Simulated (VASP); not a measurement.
# AlFe (Pm-3m) in VASP: notebook

AlFe is run at these levels: PBEsol, revPBE+D3(BJ), RPBE+D4; tasks: single point.

Program: VASP 6.6.1. These are calculated values, not measurements. Logs are shortened: lines on timing, memory, paths and dates and some standing lists are left out, and cuts for length are marked.

## 1. The cell of the first run

It takes space group Pm-3m (No. 221, cubic). Conventional cell: a = 2.910 Å, b = 2.910 Å, c = 2.910 Å, α = 90.00°, β = 90.00°, γ = 90.00°. Within 3.3 Å of Fe (site symmetry m-3m) lie 8 Al at 2.52 Å and 6 Fe at 2.91 Å. Within 3.3 Å of Al (site symmetry m-3m) lie 8 Fe at 2.52 Å and 6 Al at 2.91 Å.

## 2. Single point, PBEsol, collinear spin, ferromagnetic start

The input, INCAR:

```
  PREC = Accurate
  ENCUT = 690
  EDIFF = 1E-6
  ISMEAR = -1
  SIGMA = 0.05
  LREAL = False
  LASPH = True
  NELM = 200
  ALGO = Normal
  ISIF = 2
  LWAVE = False
  LCHARG = False
  ISPIN = 2
  MAGMOM = 0.8 0
  LORBIT = 11
  NUPDOWN = 0.8
  LMAXMIX = 4
  GGA = PS
  NBANDS = 20
  GGA_COMPAT = False
```

The input, KPOINTS:

```
regular mesh
0
Gamma
  8 8 8
```

The input, POSCAR:

```
AlFe
1.0
    2.9100000000      0.0000000000      0.0000000000
    0.0000000000      2.9100000000      0.0000000000
    0.0000000000      0.0000000000      2.9100000000
Fe Al
1 1
Direct
    0.5000000000      0.5000000000      0.5000000000
    0.0000000000      0.0000000000      0.0000000000
```

Potentials or basis: VASP PAW PBE potentials, release 64 (Fe_sv, Al).

Started as:

```
$ cat potpaw_PBE.64/Fe_sv/POTCAR potpaw_PBE.64/Al/POTCAR > POTCAR
$ mpirun -np 1 vasp_std > vasp.out
```

OUTCAR:

```text
PREC = Accurate
   ENCUT = 690
   EDIFF = 1E-6
   ISMEAR = -1
   LREAL = False
   LASPH = True
   NELM = 200
   ISIF = 2
   ISPIN = 2
   LORBIT = 11
   NUPDOWN = 0.8
   GGA = PS

 ion  position               nearest neighbor table
   1  0.500  0.500  0.500-   2 2.52   2 2.52   2 2.52   2 2.52   2 2.52   2 2.52   2 2.52   2 2.52

   2  0.000  0.000  0.000-   1 2.52   1 2.52   1 2.52   1 2.52   1 2.52   1 2.52   1 2.52   1 2.52

  LATTYP: Found a simple cubic cell.
 ALAT       =     2.9100000000

  Lattice vectors:

 A1 = (   2.9100000000,   0.0000000000,   0.0000000000)
 A2 = (   0.0000000000,   2.9100000000,   0.0000000000)
 A3 = (   0.0000000000,   0.0000000000,   2.9100000000)

Analysis of symmetry for initial positions (statically):
=====================================================================
 Subroutine PRICEL returns:
 Original cell was already a primitive cell.

 Routine SETGRP: Setting up the symmetry group for a
 simple cubic supercell.

 Subroutine GETGRP returns: Found 48 space group operations
 (whereof 48 operations were pure point group operations)
 out of a pool of 48 trial point group operations.

The static configuration has the point symmetry O_h .

Analysis of symmetry for dynamics (positions and initial velocities):
=====================================================================
 Subroutine PRICEL returns:
 Original cell was already a primitive cell.

 Routine SETGRP: Setting up the symmetry group for a
 simple cubic supercell.

 Subroutine GETGRP returns: Found 48 space group operations
 (whereof 48 operations were pure point group operations)
 out of a pool of 48 trial point group operations.

The dynamic configuration has the point symmetry O_h .

Analysis of structural, dynamic, and magnetic symmetry:
=====================================================================
 Subroutine PRICEL returns:
 Original cell was already a primitive cell.

 Routine SETGRP: Setting up the symmetry group for a
 simple cubic supercell.

 Subroutine GETGRP returns: Found 48 space group operations
 (whereof 48 operations were pure point group operations)
 out of a pool of 48 trial point group operations.

The overall configuration has the point symmetry O_h .

 Subroutine INISYM returns: Found 48 space group operations
 (whereof 48 operations are pure point group operations),
 and found     1 'primitive' translations

----------------------------------------------------------------------------------------

                                     Primitive cell

  volume of cell :      24.6422

  direct lattice vectors                    reciprocal lattice vectors
     2.910000000  0.000000000  0.000000000     0.343642612  0.000000000  0.000000000
     0.000000000  2.910000000  0.000000000     0.000000000  0.343642612  0.000000000
     0.000000000  0.000000000  2.910000000     0.000000000  0.000000000  0.343642612

  length of vectors
     2.910000000  2.910000000  2.910000000     0.343642612  0.343642612  0.343642612

  position of ions in fractional coordinates (direct lattice)
     0.500000000  0.500000000  0.500000000
     0.000000000  0.000000000  0.000000000

  ion indices of the primitive-cell ions
   primitive index   ion index
                 1           1
                 2           2

----------------------------------------------------------------------------------------

 KPOINTS: regular mesh

Automatic generation of k-mesh.
 Grid dimensions read from file:
 generate k-points for:    8    8    8

 Generating k-lattice:

  Cartesian coordinates                     Fractional coordinates (reciprocal lattice)
     0.042955326  0.000000000  0.000000000     0.125000000  0.000000000  0.000000000
     0.000000000  0.042955326  0.000000000     0.000000000  0.125000000  0.000000000
     0.000000000  0.000000000  0.042955326     0.000000000  0.000000000  0.125000000

  Length of vectors
     0.042955326  0.042955326  0.042955326

  Shift w.r.t. Gamma in fractional coordinates (k-lattice)
     0.000000000  0.000000000  0.000000000

 Subroutine IBZKPT returns following result:
 ===========================================

 Found     35 irreducible k-points:

 Following reciprocal coordinates:
            Coordinates               Weight
  0.000000  0.000000  0.000000      1.000000
  0.125000  0.000000  0.000000      6.000000
  0.250000  0.000000  0.000000      6.000000
  0.375000  0.000000  0.000000      6.000000
  0.500000  0.000000  0.000000      3.000000
  0.125000  0.125000  0.000000     12.000000
[... 16 lines left out ...]
  0.375000  0.375000  0.125000     24.000000
  0.500000  0.375000  0.125000     24.000000
 [... further k-points ...]
   k-points           NKPTS =     35   k-points in BZ     NKDIM =     35   number of bands    NBANDS=     20
   number of dos      NEDOS =    301   number of ions     NIONS =      2
   total plane-waves  NPLWV =  21952
   dimension x,y,z NGX =    28 NGY =   28 NGZ =   28
   dimension x,y,z NGXF=    56 NGYF=   56 NGZF=   56
   ions per type =               1   1
   NGX,Y,Z   is equivalent  to a cutoff of  16.00, 16.00, 16.00 a.u.
   NGXF,Y,Z  is equivalent  to a cutoff of  31.99, 31.99, 31.99 a.u.
 SYSTEM =  unknown system
   PREC   = accura    normal or accurate (medium, high low for compatibility)
   ISTART =      0    job   : 0-new  1-cont  2-samecut
   ICHARG =      2    charge: 1-file 2-atom 10-const
   ISPIN  =      2    spin polarized calculation?
   LNONCOLLINEAR =      F non collinear calculations
   LSORBIT =      F    spin-orbit coupling
   LASPH  =      T    aspherical Exc in radial PAW
   ENCUT  =  690.0 eV  50.71 Ry    7.12 a.u.   6.23  6.23  6.23*2*pi/ulx,y,z
   NELM   =    200;   NELMIN=  2; NELMDL= -5     # of ELM steps
   EDIFF  = 0.1E-05   stopping-criterion for ELM
   LREAL  =      F    real-space projection
[... 7 lines left out ...]
   TEBEG  =    0.0;   TEEND  =   0.0 temperature during run
   PSTRESS=    0.0 pullay stress
   NELECT =      19.0000    total number of electrons
   NUPDOWN=       0.8000    fix difference up-down
   EMIN   =  10.00;   EMAX   =-10.00  energy-range for DOS
   EFERMI =   0.00;   METHOD = LEGACY
   ISMEAR =    -1;   SIGMA  =   0.05  broadening in eV -4-tet -1-fermi 0-gaus
   EFERMI_NEDOS =   21; number of points for ismear=-14 and -15
   IALGO  =     38    algorithm
   IMIX   =      4    mixing-type and parameters
     AMIX     =   0.40;   BMIX     =  1.00
     AMIX_MAG =   1.60;   BMIX_MAG =  1.00
  volume/ion in A,a.u.               =      12.32        83.15
  Fermi-wavevector in a.u.,A,eV,Ry     =   1.501181  2.836821 30.661331  2.253544
  Thomas-Fermi vector in A             =   2.612585
   LORBIT       =     11    0 simple, 1 ext, 2 COOP (PROOUT), +10 PAW based schemes
   GGA     = PS    functional components
   LHFCALC =     F    Hartree Fock is set to
   AEXX    =    0.0000 exact exchange contribution
   IVDW    =     0    specifies the selected vdW correction
   LEPSILON=     F    determine dielectric tensor
   LRPA    =     F    only Hartree local field effects (RPA)
 spin polarized calculation
  energy-cutoff  :      690.00
  volume of cell :       24.64
 maximum number of plane-waves:      1064
 NGX is ok and might be reduce to    28
   NGX = 13   NGY = 13   NGZ = 13

 number of electron      19.0000008 magnetization       0.8000000

 Free energy of the ion-electron system (eV)
  ---------------------------------------------------
  ext. energy  EPLUGINS =         0.00000000
  ---------------------------------------------------
  free energy    TOTEN  =       -13.76210865 eV

  energy without entropy =      -13.73970540  energy(sigma->0) =      -13.75090703

 E-fermi :  10.4752     XC(G=0): -12.3661

 val. band max:       10.4586349859   @ k =   0.3750   0.3750   0.2500
 cond. band min:      10.4984630421   @ k =   0.5000   0.3750   0.1250
 fundamental gap:      0.0398280562
 Fermi energy:        10.7151751859

 spin component 1

 k-point     1 :       0.0000    0.0000    0.0000
  band No.  band energies     occupation
      1     -76.0348      1.00000
      2     -42.2231      1.00000
      3     -42.2231      1.00000
      4     -42.2231      1.00000
      5       0.2002      1.00000
      6       7.9419      1.00000
[... 12 lines left out ...]
     19      31.6785      0.00000
     20      33.4302      0.00000

 k-point     2 :       0.1250    0.0000    0.0000
  band No.  band energies     occupation
      1     -76.0342      1.00000
      2     -42.2307      1.00000
      3     -42.2224      1.00000
      4     -42.2224      1.00000
      5       0.4847      1.00000
      6       7.9047      1.00000
[... 498 lines left out ...]
 k-point    24 :       0.5000    0.3750    0.1250
  band No.  band energies     occupation
      1     -76.0270      1.00000
      2     -42.2705      1.00000
      3     -42.2621      1.00000
      4     -42.2224      1.00000
      5       5.4987      1.00000
      6       6.9607      1.00000
[... 12 lines left out ...]
     19      30.2242      0.00000
     20      31.4225      0.00000

 [... further k-points ...]

 spin component 2

 k-point     1 :       0.0000    0.0000    0.0000
  band No.  band energies     occupation
      1     -75.1121      1.00000
      2     -41.3209      1.00000
      3     -41.3209      1.00000
      4     -41.3209      1.00000
      5       0.2195      1.00000
      6       8.4360      1.00000
[... 12 lines left out ...]
     19      31.7291      0.00000
     20      33.4310      0.00000

 k-point     2 :       0.1250    0.0000    0.0000
  band No.  band energies     occupation
      1     -75.1115      1.00000
      2     -41.3289      1.00000
      3     -41.3202      1.00000
      4     -41.3202      1.00000
      5       0.5038      1.00000
      6       8.3614      1.00000
[... 498 lines left out ...]
 k-point    24 :       0.5000    0.3750    0.1250
  band No.  band energies     occupation
      1     -75.1040      1.00000
      2     -41.3706      1.00000
      3     -41.3618      1.00000
      4     -41.3201      1.00000
      5       5.6824      1.00000
      6       7.1075      1.00000
[... 12 lines left out ...]
     19      30.3378      0.00000
     20      31.4303      0.00000

 [... further k-points ...]
[... 5 lines left out ...]
  --------------------------------------------------------------------------------------
  -------------------------------------------------------------------------------------
  Total       -1.7001016     -1.7001016     -1.7001016     -0.0000000      0.0000000     -0.0000000
  in kB     -110.5366965   -110.5366965   -110.5366965     -0.0000000      0.0000000     -0.0000000
  external PRESSURE =    -110.5366965 kB  Pullay stress =       0.0000000 kB

 VOLUME and BASIS-vectors are now :
 -----------------------------------------------------------------------------
  energy-cutoff  :      690.00
  volume of cell :       24.64
      direct lattice vectors                 reciprocal lattice vectors
     2.910000000  0.000000000  0.000000000     0.343642612  0.000000000  0.000000000
     0.000000000  2.910000000  0.000000000     0.000000000  0.343642612  0.000000000
     0.000000000  0.000000000  2.910000000     0.000000000  0.000000000  0.343642612

 POSITION                                       TOTAL-FORCE (eV/Angst)
 -----------------------------------------------------------------------------------
      1.45500      1.45500      1.45500         0.000000      0.000000      0.000000
      0.00000      0.00000      0.00000         0.000000      0.000000      0.000000
 -----------------------------------------------------------------------------------
    total drift:                                0.000000      0.000000      0.000000

  FREE ENERGIE OF THE ION-ELECTRON SYSTEM (eV)
  ---------------------------------------------------
  free  energy   TOTEN  =       -13.7621086498 eV

  energy  without entropy=      -13.7397054043  energy(sigma->0) =      -13.75090703

 total charge

# of ion       s       p       d       tot
------------------------------------------
    1        2.157   6.017   5.663  13.836
    2        0.394   0.421   0.000   0.814
--------------------------------------------------
tot          2.550   6.438   5.663  14.651

 magnetization (x)

# of ion       s       p       d       tot
------------------------------------------
    1        0.002   0.003   0.799   0.803
    2       -0.009  -0.018   0.000  -0.027
--------------------------------------------------
tot         -0.007  -0.015   0.799   0.776
```

It took 20 s on 1 thread of Intel Xeon 6975P-C (Granite Rapids), shared host; peak memory 0.19 GiB.

Results:

```yaml
Free_energy: -13.7621 eV
Pressure: -11.1 GPa
Net_moment: 0.80 μB per cell
Site_moments: Fe +0.80; Al -0.03 μB
Valence_electrons_inside_the_program's_atomic_spheres: Fe 13.84; Al 0.81
```

Caveat: the cell stands under tension; the PAW data sets were made with another functional, which shifts forces and pressure a little; the total moment is fixed, so each spin has its own Fermi level and the state may be an excited one.

## 3. Single point, revPBE+D3(BJ), collinear spin, ferromagnetic start

This run uses another cell than the first one, of 11.35 Å³/atom.

The input, INCAR:

```
SYSTEM = AlFe
PREC = Accurate ; ENCUT = 520
EDIFF = 1E-7 ; ISMEAR = -1
SIGMA = 0.05 ; LREAL = .False.
LASPH = .True. ; NELM = 150
ALGO = Normal ; ISIF = 2
LWAVE = .False. ; LCHARG = .True.
ISPIN = 2 ; MAGMOM = 3 0
LORBIT = 11 ; LMAXMIX = 4
GGA = RE ; IVDW = 12
LELF = .True. ; LVHAR = .True.
NBANDS = 16
```

The input, KPOINTS:

```
regular mesh
0
Gamma
  9 9 9
  0 0 0
```

The input, POSCAR:

```
AlFe
1.0
    2.8313435230      0.0000000000      0.0000000000
    0.0000000000      2.8313435230      0.0000000000
    0.0000000000      0.0000000000      2.8313435230
Fe Al
1 1
Direct
    0.5000000000      0.5000000000      0.5000000000
    0.0000000000      0.0000000000      0.0000000000
```

Potentials or basis: VASP PAW PBE potentials, release 64 (Fe, Al).

Started as:

```
$ cat potpaw_PBE.64/Fe/POTCAR potpaw_PBE.64/Al/POTCAR > POTCAR
$ mpirun -np 1 vasp_std > vasp.out
```

Wall time 18 s (1 thread of Intel Xeon Platinum 8559C (Emerald Rapids), shared host); peak memory 0.17 GiB.

The run converged. Its results:

| Item | Value |
| --- | --- |
| Free energy | -13.5830 eV |
| Pressure | -0.2 GPa |
| Net moment | 0.60 μB per cell |
| Site moments | Fe +0.64; Al -0.02 μB |
| Valence electrons inside the program's atomic spheres | Fe 7.51; Al 0.87 |
| Dispersion energy per atom | -0.803 eV |

Levels at points of the mesh, in eV from the Fermi level:
Spin up:
| k point | band 2 | band 3 | band 4 | band 5 | band 6 | band 7 | band 8 | band 9 | band 10 | band 11 |
| --- | --- | --- | --- | --- | --- | --- | --- | --- | --- | --- |
| (0.00, 0.00, 0.00) | -2.58 | -2.58 | -0.30 | -0.30 | -0.30 | 6.70 | 6.70 | 6.70 | 9.58 | 9.58 |
Spin down:
| k point | band 2 | band 3 | band 4 | band 5 | band 6 | band 7 | band 8 | band 9 |
| --- | --- | --- | --- | --- | --- | --- | --- | --- |
| (0.00, 0.00, 0.00) | -2.30 | -2.30 | 0.47 | 0.47 | 0.47 | 6.73 | 6.73 | 6.73 |

Caveat: the PAW data sets were made with another functional, which shifts forces and pressure a little.

## 4. Single point, RPBE+D4, collinear spin, ferromagnetic start

This run uses another cell than the first one, of 11.47 Å³/atom.

The input, INCAR:

```
ALGO     = Normal         # electronic algorithm
EDIFF    = 1E-7           # SCF threshold, eV
ENCUT    = 520            # plane-wave cutoff, eV
GGA      = RP             # functional
ISIF     = 2              # what is computed and relaxed
ISMEAR   = -1             # smearing method
ISPIN    = 2              # spin polarisation
IVDW     = 13             # dispersion correction
LASPH    = T              # aspherical terms in the spheres
LCHARG   = F              # write CHGCAR
LMAXMIX  = 4              # l up to which the mixer works
LORBIT   = 11             # projections on sites
LREAL    = F              # projectors in reciprocal space
LWAVE    = F              # write WAVECAR
MAGMOM   = 3 0            # initial moments
NBANDS   = 16             # bands
NELM     = 150            # most SCF steps
PREC     = Accurate       # precision mode
SIGMA    = 0.05           # smearing width, eV
```

The input, KPOINTS:

```
k-points
0
Gamma
  9 9 9
```

The input, POSCAR:

```
AlFe
1.0
    2.8410352498      0.0000000000      0.0000000000
    0.0000000000      2.8410352498      0.0000000000
    0.0000000000      0.0000000000      2.8410352498
Fe Al
1 1
Direct
    0.5000000000      0.5000000000      0.5000000000
    0.0000000000      0.0000000000      0.0000000000
```

Started as:

```
$ cat potpaw_PBE.64/Fe/POTCAR potpaw_PBE.64/Al/POTCAR > POTCAR
$ mpirun -np 1 vasp_std > vasp.out
```

Run time: 22 s. Hardware: 1 thread of Intel Xeon Platinum 8559C (Emerald Rapids), shared host; peak memory 0.15 GiB.

The run converged. Its results:

```
Free energy                                           : -13.4080 eV
Pressure                                              : -0.3 GPa
Net moment                                            : 0.61 μB per cell
Site moments                                          : Fe +0.65; Al -0.02 μB
Valence electrons inside the program's atomic spheres : Fe 7.48; Al 0.86
Dispersion energy per atom                            : -0.795 eV
```

Levels at points of the mesh, in eV from the Fermi level:
Spin up:
```csv
k point,band 4,band 5,band 6,band 7,band 8,band 9
"(0.00, 0.00, 0.00)",-0.33,-0.33,-0.33,6.64,6.64,6.64
```
Spin down:
| k point | band 1 | band 2 | band 3 | band 4 | band 5 | band 6 | band 7 | band 8 | band 9 | band 10 |
| --- | --- | --- | --- | --- | --- | --- | --- | --- | --- | --- |
| (0.00, 0.00, 0.00) | -10.57 | -2.27 | -2.27 | 0.46 | 0.46 | 0.46 | 6.66 | 6.66 | 6.66 | 9.54 |

Caveat: the PAW data sets were made with another functional, which shifts forces and pressure a little.

## 5. Summary

| level | potentials or basis | fixed moment (μB) | cell | k mesh | cutoff (eV) | gap on the mesh (eV) | pressure (GPa) | moment (μB) |
| --- | --- | --- | --- | --- | --- | --- | --- | --- |
| PBEsol | VASP PAW PBE potentials, release 64 (Fe_sv, Al) | 0.8 | a = 2.910 Å, 2 atoms | 8 × 8 × 8 | 690 | - | -11.1 | 0.80 |
| revPBE+D3(BJ) | VASP PAW PBE potentials, release 64 (Fe, Al) | - | a = 2.831 Å, 2 atoms | 9 × 9 × 9 | 520 | none | -0.2 | 0.60 |
| RPBE+D4 | VASP PAW PBE potentials, release 64 (Fe, Al) | - | a = 2.841 Å, 2 atoms | 9 × 9 × 9 | 520 | none | -0.3 | 0.61 |

Alike in all rows: task single point; spin collinear, ferromagnetic start; smearing fermi-dirac 0.05 eV.

Caveats: the PAW data sets were made with another functional, which shifts forces and pressure a little; the cell stands under tension (at least some runs); the total moment is fixed, so each spin has its own Fermi level and the state may be an excited one (at least some runs).

Total energies depend on the potentials used, so only differences within one code and one set of settings carry meaning.

The gap in the log of VASP goes by the Fermi energy; the results here count the filled bands.